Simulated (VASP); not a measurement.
# WSe (Pm-3m) in VASP: notebook

Runs on WSe. Level: PBE+U. Tasks: single point.

Everything below comes from runs of VASP 6.6.1. Logs are shortened: lines on timing, memory, paths and dates and some standing lists are left out, and cuts for length are marked.

**1. The cell of the first run**

It takes space group Pm-3m (No. 221, cubic). Conventional cell: a = 3.549 Å, b = 3.549 Å, c = 3.549 Å, α = 90.00°, β = 90.00°, γ = 90.00°. Within 4.0 Å of W (site symmetry m-3m) lie 8 Se at 3.07 Å and 6 W at 3.55 Å. Se (site symmetry m-3m) has 8 W at 3.07 Å and 6 Se at 3.55 Å within 4.0 Å.

**2. Single point, PBE+U, collinear spin**

Input file INCAR:

```
PREC = Accurate ; ENCUT = 520
EDIFF = 1E-6 ; ISMEAR = 0
SIGMA = 0.1 ; LREAL = False
LASPH = True ; NELM = 150
ALGO = Normal ; ISIF = 2
LWAVE = False ; LCHARG = False
ISPIN = 2 ; MAGMOM = 3.92 -0.49
LORBIT = 11 ; LMAXMIX = 4
LDAU = True ; LDAUTYPE = 2
LDAUL = 2 -1 ; LDAUU = 6.2 0
LDAUJ = 0 0 ; LDAUPRINT = 1
GGA = PE ; NBANDS = 21
```

Input file KPOINTS:

```
Automatic mesh
0
Gamma
  12 12 12
```

Input file POSCAR:

```
WSe
1.0
    3.5486714783      0.0000000000      0.0000000000
    0.0000000000      3.5486714783      0.0000000000
    0.0000000000      0.0000000000      3.5486714783
W Se
1 1
Direct
    0.0000000000      0.0000000000      0.0000000000
    0.5000000000      0.5000000000      0.5000000000
```

Potentials or basis: VASP PAW PBE potentials, release 64 (W_sv, Se).

The run is started by

```
> cat potpaw_PBE.64/W_sv/POTCAR potpaw_PBE.64/Se/POTCAR > POTCAR
> mpirun -np 1 vasp_std > vasp.out
```

OUTCAR:

```text
PREC = Accurate
   ENCUT = 520
   EDIFF = 1E-6
   ISMEAR = 0
   LREAL = False
   LASPH = True
   NELM = 150
   ISIF = 2
   ISPIN = 2
   LORBIT = 11
   GGA = PE

 ion  position               nearest neighbor table
   1  0.000  0.000  0.000-   2 3.07   2 3.07   2 3.07   2 3.07   2 3.07   2 3.07   2 3.07   2 3.07

   2  0.500  0.500  0.500-   1 3.07   1 3.07   1 3.07   1 3.07   1 3.07   1 3.07   1 3.07   1 3.07

  LATTYP: Found a simple cubic cell.
 ALAT       =     3.5486714783

  Lattice vectors:

 A1 = (   3.5486714783,   0.0000000000,   0.0000000000)
 A2 = (   0.0000000000,   3.5486714783,   0.0000000000)
 A3 = (   0.0000000000,   0.0000000000,   3.5486714783)

Analysis of symmetry for initial positions (statically):
=====================================================================
 Subroutine PRICEL returns:
 Original cell was already a primitive cell.

 Routine SETGRP: Setting up the symmetry group for a
 simple cubic supercell.

 Subroutine GETGRP returns: Found 48 space group operations
 (whereof 48 operations were pure point group operations)
 out of a pool of 48 trial point group operations.

The static configuration has the point symmetry O_h .

Analysis of symmetry for dynamics (positions and initial velocities):
=====================================================================
 Subroutine PRICEL returns:
 Original cell was already a primitive cell.

 Routine SETGRP: Setting up the symmetry group for a
 simple cubic supercell.

 Subroutine GETGRP returns: Found 48 space group operations
 (whereof 48 operations were pure point group operations)
 out of a pool of 48 trial point group operations.

The dynamic configuration has the point symmetry O_h .

Analysis of structural, dynamic, and magnetic symmetry:
=====================================================================
 Subroutine PRICEL returns:
 Original cell was already a primitive cell.

 Routine SETGRP: Setting up the symmetry group for a
 simple cubic supercell.

 Subroutine GETGRP returns: Found 48 space group operations
 (whereof 48 operations were pure point group operations)
 out of a pool of 48 trial point group operations.

The overall configuration has the point symmetry O_h .

 Subroutine INISYM returns: Found 48 space group operations
 (whereof 48 operations are pure point group operations),
 and found     1 'primitive' translations

----------------------------------------------------------------------------------------

                                     Primitive cell

  volume of cell :      44.6887

  direct lattice vectors                    reciprocal lattice vectors
     3.548671478  0.000000000  0.000000000     0.281795598  0.000000000  0.000000000
     0.000000000  3.548671478  0.000000000     0.000000000  0.281795598  0.000000000
     0.000000000  0.000000000  3.548671478     0.000000000  0.000000000  0.281795598

  length of vectors
     3.548671478  3.548671478  3.548671478     0.281795598  0.281795598  0.281795598

  position of ions in fractional coordinates (direct lattice)
     0.000000000  0.000000000  0.000000000
     0.500000000  0.500000000  0.500000000

  ion indices of the primitive-cell ions
   primitive index   ion index
                 1           1
                 2           2

----------------------------------------------------------------------------------------

 KPOINTS: Automatic mesh

Automatic generation of k-mesh.
 Grid dimensions read from file:
 generate k-points for:   12   12   12

 Generating k-lattice:

[... 63 lines left out ...]
   EDIFFG = 0.1E-04   stopping-criterion for IOM
   NSW    =      0    number of steps for IOM
   IBRION =     -1    ionic relax: 0-MD 1-quasi-New 2-CG
   NFREE  =      0    steps in history (QN), initial steepest desc. (CG)
   ISIF   =      2    stress and relaxation
   ISYM   =      2    0-nonsym 1-usesym 2-fastsym
   POTIM  = 0.5000    time-step for ionic-motion
   TEBEG  =    0.0;   TEEND  =   0.0 temperature during run
   PSTRESS=    0.0 pullay stress
   NELECT =      20.0000    total number of electrons
   NUPDOWN=      -1.0000    fix difference up-down
   EMIN   =  10.00;   EMAX   =-10.00  energy-range for DOS
   EFERMI =   0.00;   METHOD = LEGACY
   ISMEAR =     0;   SIGMA  =   0.10  broadening in eV -4-tet -1-fermi 0-gaus
   EFERMI_NEDOS =   21; number of points for ismear=-14 and -15
   IALGO  =     38    algorithm
   IMIX   =      4    mixing-type and parameters
     AMIX     =   0.40;   BMIX     =  1.00
     AMIX_MAG =   1.60;   BMIX_MAG =  1.00
  volume/ion in A,a.u.               =      22.34       150.79
  Fermi-wavevector in a.u.,A,eV,Ry     =   1.252235  2.366380 21.335180  1.568091
  Thomas-Fermi vector in A             =   2.386145
   LORBIT       =     11    0 simple, 1 ext, 2 COOP (PROOUT), +10 PAW based schemes
 LDA+U is selected, type is set to LDAUTYPE =  2
   angular momentum for each species LDAUL =     2   -1
   U (eV)           for each species LDAUU =   6.2  0.0
   J (eV)           for each species LDAUJ =   0.0  0.0
   GGA     = PE    functional components
   LHFCALC =     F    Hartree Fock is set to
   AEXX    =    0.0000 exact exchange contribution
   IVDW    =     0    specifies the selected vdW correction
   LEPSILON=     F    determine dielectric tensor
   LRPA    =     F    only Hartree local field effects (RPA)
 spin polarized calculation
 Gauss-broadening in eV      SIGMA  =   0.10
  energy-cutoff  :      520.00
  volume of cell :       44.69
 maximum number of plane-waves:      1228
 NGX is ok and might be reduce to    28
   NGX = 13   NGY = 13   NGZ = 13

atom =   1  type =  1  l = 2

 onsite density matrix

spin component  1

  0.6717 -0.0000 -0.0000 -0.0000 -0.0000
 -0.0000  0.6717 -0.0000 -0.0000 -0.0000
 -0.0000 -0.0000  0.3608 -0.0000 -0.0000
 -0.0000 -0.0000 -0.0000  0.6717 -0.0000
 -0.0000 -0.0000 -0.0000 -0.0000  0.3608

spin component  2

  0.0449  0.0000  0.0000 -0.0000 -0.0000
  0.0000  0.0449  0.0000 -0.0000 -0.0000
  0.0000  0.0000  0.1502  0.0000  0.0000
 -0.0000 -0.0000  0.0000  0.0449  0.0000
 -0.0000 -0.0000  0.0000  0.0000  0.1502

 occupancies and eigenvectors

  o =  0.0449  v =  0.0000  0.0000  0.0000  0.0000  0.0000  0.0000  0.0120 -0.0000  0.9999  0.0000      0.0000  0.0000  0.0000  0.0000  0.0000  0.0000  0.0000  0.0000  0.0000  0.0000
  o =  0.0449  v =  0.0000  0.0000  0.0000  0.0000  0.0000  1.0000  0.0000  0.0000  0.0000  0.0000      0.0000  0.0000  0.0000  0.0000  0.0000  0.0000  0.0000  0.0000  0.0000  0.0000
  o =  0.0449  v =  0.0000  0.0000  0.0000  0.0000  0.0000  0.0000  0.9999 -0.0000 -0.0120  0.0000      0.0000  0.0000  0.0000  0.0000  0.0000  0.0000  0.0000  0.0000  0.0000  0.0000
  o =  0.1502  v =  0.0000  0.0000  0.0000  0.0000  0.0000  0.0000  0.0000  0.9969  0.0000 -0.0790      0.0000  0.0000  0.0000  0.0000  0.0000  0.0000  0.0000  0.0000  0.0000  0.0000
  o =  0.1502  v =  0.0000  0.0000  0.0000  0.0000  0.0000  0.0000 -0.0000 -0.0790 -0.0000 -0.9969      0.0000  0.0000  0.0000  0.0000  0.0000  0.0000  0.0000  0.0000  0.0000  0.0000
  o =  0.3608  v =  0.0000 -0.0000 -0.0127  0.0000  0.9999  0.0000  0.0000  0.0000  0.0000  0.0000      0.0000  0.0000  0.0000  0.0000  0.0000  0.0000  0.0000  0.0000  0.0000  0.0000
  o =  0.3608  v =  0.0000  0.0000 -0.9999  0.0000 -0.0127  0.0000  0.0000  0.0000  0.0000  0.0000      0.0000  0.0000  0.0000  0.0000  0.0000  0.0000  0.0000  0.0000  0.0000  0.0000
  o =  0.6717  v =  0.0000  0.7785  0.0000 -0.6277  0.0000  0.0000  0.0000  0.0000  0.0000  0.0000      0.0000  0.0000  0.0000  0.0000  0.0000  0.0000  0.0000  0.0000  0.0000  0.0000
  o =  0.6717  v =  1.0000  0.0000  0.0000  0.0000  0.0000  0.0000  0.0000  0.0000  0.0000  0.0000      0.0000  0.0000  0.0000  0.0000  0.0000  0.0000  0.0000  0.0000  0.0000  0.0000
  o =  0.6717  v =  0.0000  0.6277  0.0000  0.7785  0.0000  0.0000  0.0000  0.0000  0.0000  0.0000      0.0000  0.0000  0.0000  0.0000  0.0000  0.0000  0.0000  0.0000  0.0000  0.0000

 number of electron      19.9999997 magnetization       2.6279852

 Free energy of the ion-electron system (eV)
  ---------------------------------------------------
  ext. energy  EPLUGINS =         0.00000000
  ---------------------------------------------------
  free energy    TOTEN  =        -8.25534473 eV

  energy without entropy =       -8.24556019  energy(sigma->0) =       -8.25045246

 E-fermi :   6.8500     XC(G=0): -10.9121

 val. band max:        6.8428614417   @ k =   0.4167   0.3333   0.2500
 cond. band min:       6.8571750552   @ k =   0.3333   0.1667   0.0833
 fundamental gap:      0.0143136135
 Fermi energy:         6.8500225027

 spin component 1

 k-point     1 :       0.0000    0.0000    0.0000
  band No.  band energies     occupation
      1     -68.9931      1.00000
      2     -33.2632      1.00000
      3     -33.2632      1.00000
      4     -33.2632      1.00000
      5      -7.9408      1.00000
      6       3.9756      1.00000
[... 1145 lines left out ...]
     20      20.6557      0.00000
     21      21.7619      0.00000

 [... further k-points ...]

------------------------ aborting loop because EDIFF is reached ----------------------------------------

  FORCE on cell =-STRESS in cart. coord.  units (eV):
  Direction    XX          YY          ZZ          XY          YZ          ZX
  --------------------------------------------------------------------------------------
  -------------------------------------------------------------------------------------
  Total       -4.2772848     -4.2772848     -4.2772848     -0.0000000     -0.0000000      0.0000000
  in kB     -153.3491478   -153.3491478   -153.3491478     -0.0000000     -0.0000000      0.0000000
  external PRESSURE =    -153.3491478 kB  Pullay stress =       0.0000000 kB

 VOLUME and BASIS-vectors are now :
 -----------------------------------------------------------------------------
  energy-cutoff  :      520.00
  volume of cell :       44.69
      direct lattice vectors                 reciprocal lattice vectors
     3.548671478  0.000000000  0.000000000     0.281795598  0.000000000  0.000000000
     0.000000000  3.548671478  0.000000000     0.000000000  0.281795598  0.000000000
     0.000000000  0.000000000  3.548671478     0.000000000  0.000000000  0.281795598

 POSITION                                       TOTAL-FORCE (eV/Angst)
 -----------------------------------------------------------------------------------
      0.00000      0.00000      0.00000         0.000000      0.000000      0.000000
      1.77434      1.77434      1.77434         0.000000      0.000000      0.000000
 -----------------------------------------------------------------------------------
    total drift:                               -0.000000      0.000000     -0.000000

  FREE ENERGIE OF THE ION-ELECTRON SYSTEM (eV)
  ---------------------------------------------------
  free  energy   TOTEN  =        -8.2553447342 eV

  energy  without entropy=       -8.2455601899  energy(sigma->0) =       -8.25045246

 total charge

# of ion       s       p       d       tot
------------------------------------------
    1        2.285   6.089   3.136  11.510
    2        1.500   2.144   0.057   3.701
--------------------------------------------------
tot          3.786   8.233   3.192  15.211

 magnetization (x)

# of ion       s       p       d       tot
------------------------------------------
    1        0.049   0.041   2.280   2.369
    2        0.030  -0.286   0.017  -0.239
--------------------------------------------------
tot          0.079  -0.245   2.296   2.131
```

Wall time 82 s (1 thread of Intel Xeon 6975P-C (Granite Rapids), shared host); peak memory 0.26 GiB.

What came out:

```yaml
Free_energy: -8.2553 eV
Pressure: -15.3 GPa
Net_moment: 2.63 μB per cell
Site_moments: W +2.37; Se -0.24 μB
Valence_electrons_inside_the_program's_atomic_spheres: W 11.51; Se 3.70
```

Levels at points of the mesh, in eV from the Fermi level:
Spin up:
| k point | band 7 | band 8 | band 9 | band 10 | band 11 | band 12 | band 13 | band 14 | band 15 | band 16 |
| --- | --- | --- | --- | --- | --- | --- | --- | --- | --- | --- |
| (0.00, 0.00, 0.00) | -2.87 | -2.15 | -2.15 | -2.15 | -2.03 | -1.90 | -1.90 | -1.90 | 8.17 | 8.17 |
| (0.50, 0.00, 0.00) | -4.10 | -4.10 | -2.33 | -1.75 | 0.76 | 1.21 | 1.21 | 2.46 | 4.19 | 5.40 |
| (0.50, 0.50, 0.00) | -5.26 | -3.60 | -2.74 | -2.74 | -2.42 | -0.98 | 1.06 | 1.46 | 6.94 | 6.94 |
| (0.50, 0.50, 0.50) | -6.39 | -6.39 | 1.14 | 1.14 | 1.25 | 1.25 | 1.25 | 1.26 | 1.26 | 1.26 |
Spin down:
```
           k point  band 7  band 8  band 9  band 10  band 11  band 12
(0.00, 0.00, 0.00)   -2.29   -2.29   -0.97    -0.97    -0.97     3.47
(0.50, 0.00, 0.00)   -2.44   -2.44   -0.15     3.12     3.13     3.80
(0.50, 0.50, 0.00)   -5.26   -2.07   -1.27     1.83     1.98     1.98
(0.50, 0.50, 0.50)   -5.22   -5.22    2.01     2.01     2.01     3.88
```

Eigenvalues of the final occupation matrices:
| site | spin | trace | eigenvalues |
| --- | --- | --- | --- |
| site 1 d | 1 | 2.74 | 0.36 0.36 0.67 0.67 0.67 |
| site 1 d | 2 | 0.44 | 0.04 0.04 0.04 0.15 0.15 |

Caveat: the cell stands under tension; spin-orbit coupling is left out, which moves the levels of the heavy elements.

**3. Single point, PBE+U, collinear spin**

Input file INCAR:

```
SYSTEM = WSe
PREC = Accurate ; ENCUT = 520
EDIFF = 1E-6 ; ISMEAR = 0
SIGMA = 0.1 ; LREAL = .False.
LASPH = .True. ; NELM = 150
ALGO = Normal ; ISIF = 2
LWAVE = .False. ; LCHARG = .False.
ISPIN = 2 ; MAGMOM = 1 0
LORBIT = 11 ; LMAXMIX = 4
LDAU = .True. ; LDAUTYPE = 2
LDAUL = 2 -1 ; LDAUU = 6.2 0
LDAUJ = 0 0 ; LDAUPRINT = 1
GGA = PE ; NBANDS = 21
```

Input file KPOINTS:

```
regular mesh
0
Gamma
  12 12 12
  0 0 0
```

POSCAR is that of step 2.

Potentials or basis: VASP PAW PBE potentials, release 64 (W_sv, Se).

The run is started by

```
> cat potpaw_PBE.64/W_sv/POTCAR potpaw_PBE.64/Se/POTCAR > POTCAR
> mpirun -np 1 vasp_std > vasp.out
```

Run time: 79 s. Hardware: 1 thread of Intel Xeon 6975P-C (Granite Rapids), shared host; peak memory 0.25 GiB.

The run converged. Its results:

| Quantity | Value |
| --- | --- |
| Free energy | -8.2553 eV |
| Pressure | -15.3 GPa |
| Net moment | 2.63 μB per cell |
| Site moments | W +2.37; Se -0.24 μB |
| Valence electrons inside the program's atomic spheres | W 11.51; Se 3.70 |

Levels at points of the mesh, in eV from the Fermi level:
Spin up:
```
           k point  band 9  band 10  band 11  band 12  band 13  band 14
(0.00, 0.00, 0.00)   -2.15    -2.15    -2.03    -1.90    -1.90    -1.90
(0.50, 0.00, 0.00)   -2.33    -1.76     0.76     1.21     1.21     2.46
(0.50, 0.50, 0.00)   -2.74    -2.74    -2.42    -0.98     1.06     1.46
(0.50, 0.50, 0.50)    1.14     1.14     1.25     1.25     1.25     1.26
```
Spin down:
| k point | band 6 | band 7 | band 8 | band 9 | band 10 | band 11 | band 12 | band 13 |
| --- | --- | --- | --- | --- | --- | --- | --- | --- |
| (0.00, 0.00, 0.00) | -2.29 | -2.29 | -2.29 | -0.97 | -0.97 | -0.97 | 3.47 | 3.47 |
| (0.50, 0.00, 0.00) | -7.19 | -2.44 | -2.44 | -0.15 | 3.12 | 3.13 | 3.80 | 4.62 |
| (0.50, 0.50, 0.00) | -5.26 | -5.26 | -2.07 | -1.27 | 1.83 | 1.98 | 1.98 | 3.79 |
| (0.50, 0.50, 0.50) | -5.22 | -5.22 | -5.22 | 2.01 | 2.01 | 2.01 | 3.89 | 3.89 |

Eigenvalues of the final occupation matrices:
| site | spin | trace | eigenvalues |
| --- | --- | --- | --- |
| site 1 d | 1 | 2.74 | 0.36 0.36 0.67 0.67 0.67 |
| site 1 d | 2 | 0.43 | 0.04 0.04 0.04 0.15 0.15 |

Caveat: the cell stands under tension; spin-orbit coupling is left out, which moves the levels of the heavy elements.

**4. Single point, PBE+U, collinear spin**

Input file INCAR:

```
SYSTEM = WSe
PREC = Accurate
ENCUT = 520
EDIFF = 1E-6
ISMEAR = 0
SIGMA = 0.1
LREAL = .FALSE.
LASPH = .TRUE.
NELM = 150
ALGO = Normal
ISIF = 2
LWAVE = .FALSE.
LCHARG = .TRUE.
ISPIN = 2
MAGMOM = 0.5 0
LORBIT = 11
LMAXMIX = 4
LDAU = .TRUE.
LDAUTYPE = 2
LDAUL = 2 -1
LDAUU = 6.2 0
LDAUJ = 0 0
LDAUPRINT = 1
GGA = PE
LELF = .TRUE.
LVHAR = .TRUE.
NBANDS = 21
```

Input file KPOINTS:

```
Automatic mesh
0
G
  12 12 12
  0 0 0
```

POSCAR is that of step 3.

The run is started by

```
> cat potpaw_PBE.64/W_sv/POTCAR potpaw_PBE.64/Se/POTCAR > POTCAR
> mpirun -np 1 vasp_std > vasp.out
```

Run time: 76 s. Hardware: 1 thread of Intel Xeon 6975P-C (Granite Rapids), shared host; peak memory 0.26 GiB.

It converged, with:

```
Free energy                                           : -8.2553 eV
Pressure                                              : -15.3 GPa
Net moment                                            : 2.63 μB per cell
Site moments                                          : W +2.37; Se -0.24 μB
Valence electrons inside the program's atomic spheres : W 11.51; Se 3.70
```

Levels at points of the mesh, in eV from the Fermi level:
Spin up:
```
           k point  band 9  band 10  band 11  band 12  band 13  band 14
(0.00, 0.00, 0.00)   -2.15    -2.15    -2.03    -1.90    -1.90    -1.90
(0.50, 0.00, 0.00)   -2.33    -1.75     0.77     1.22     1.22     2.46
(0.50, 0.50, 0.00)   -2.74    -2.74    -2.42    -0.98     1.06     1.46
(0.50, 0.50, 0.50)    1.14     1.14     1.25     1.25     1.25     1.26
```
Spin down:
| k point | band 5 | band 6 | band 7 | band 8 | band 9 | band 10 | band 11 | band 12 | band 13 | band 14 |
| --- | --- | --- | --- | --- | --- | --- | --- | --- | --- | --- |
| (0.00, 0.00, 0.00) | -14.93 | -2.29 | -2.29 | -2.29 | -0.97 | -0.97 | -0.97 | 3.47 | 3.47 | 3.47 |
| (0.50, 0.00, 0.00) | -14.05 | -7.19 | -2.44 | -2.44 | -0.15 | 3.12 | 3.13 | 3.80 | 4.63 | 4.63 |
| (0.50, 0.50, 0.00) | -13.60 | -5.26 | -5.26 | -2.07 | -1.27 | 1.83 | 1.98 | 1.98 | 3.79 | 3.80 |
| (0.50, 0.50, 0.50) | -12.97 | -5.22 | -5.22 | -5.22 | 2.01 | 2.01 | 2.01 | 3.88 | 3.88 | 4.46 |

Eigenvalues of the final occupation matrices:
| site | spin | trace | eigenvalues |
| --- | --- | --- | --- |
| site 1 d | 1 | 2.74 | 0.36 0.36 0.67 0.67 0.67 |
| site 1 d | 2 | 0.44 | 0.04 0.04 0.04 0.15 0.15 |

Caveat: the cell stands under tension; spin-orbit coupling is left out, which moves the levels of the heavy elements.

**5. Single point, PBE+U, collinear spin**

Input file INCAR:

```
PREC = Accurate ; ENCUT = 520
EDIFF = 1E-6 ; ISMEAR = 0
SIGMA = 0.1 ; LREAL = False
LASPH = True ; NELM = 150
ALGO = Normal ; ISIF = 2
LWAVE = False ; LCHARG = False
ISPIN = 2 ; MAGMOM = 1 0
LORBIT = 11 ; LMAXMIX = 4
LDAU = True ; LDAUTYPE = 2
LDAUL = 2 -1 ; LDAUU = 6.2 0
LDAUJ = 0 0 ; LDAUPRINT = 1
GGA = PE ; NBANDS = 21
```

Input file KPOINTS:

```
Automatic mesh
0
Gamma
  12 12 12
```

POSCAR is that of step 4.

The run is started by

```
> cat potpaw_PBE.64/W_sv/POTCAR potpaw_PBE.64/Se/POTCAR > POTCAR
> mpirun -np 1 vasp_std > vasp.out
```

It took 83 s on 1 thread of Intel Xeon 6975P-C (Granite Rapids), shared host; peak memory 0.26 GiB.

It converged, with:

```yaml
Free_energy: -8.2553 eV
Pressure: -15.3 GPa
Net_moment: 2.63 μB per cell
Site_moments: W +2.37; Se -0.24 μB
Valence_electrons_inside_the_program's_atomic_spheres: W 11.51; Se 3.70
```

Levels at points of the mesh, in eV from the Fermi level:
Spin up:
```csv
k point,band 7,band 8,band 9,band 10,band 11,band 12,band 13,band 14,band 15,band 16
"(0.00, 0.00, 0.00)",-2.88,-2.15,-2.15,-2.15,-2.03,-1.90,-1.90,-1.90,8.17,8.17
"(0.50, 0.00, 0.00)",-4.10,-4.10,-2.33,-1.76,0.76,1.21,1.21,2.46,4.19,5.40
"(0.50, 0.50, 0.00)",-5.26,-3.60,-2.74,-2.74,-2.42,-0.98,1.06,1.46,6.94,6.94
"(0.50, 0.50, 0.50)",-6.39,-6.39,1.14,1.14,1.25,1.25,1.25,1.26,1.26,1.26
```
Spin down:
```tsv
k point	band 6	band 7	band 8	band 9	band 10	band 11	band 12	band 13
(0.00, 0.00, 0.00)	-2.29	-2.29	-2.29	-0.97	-0.97	-0.97	3.47	3.47
(0.50, 0.00, 0.00)	-7.19	-2.44	-2.44	-0.15	3.12	3.13	3.80	4.62
(0.50, 0.50, 0.00)	-5.26	-5.26	-2.07	-1.27	1.83	1.98	1.98	3.79
(0.50, 0.50, 0.50)	-5.22	-5.22	-5.22	2.01	2.01	2.01	3.89	3.89
```

Eigenvalues of the final occupation matrices:
| site | spin | trace | eigenvalues |
| --- | --- | --- | --- |
| site 1 d | 1 | 2.74 | 0.36 0.36 0.67 0.67 0.67 |
| site 1 d | 2 | 0.43 | 0.04 0.04 0.04 0.15 0.15 |

Caveat: the cell stands under tension; spin-orbit coupling is left out, which moves the levels of the heavy elements.
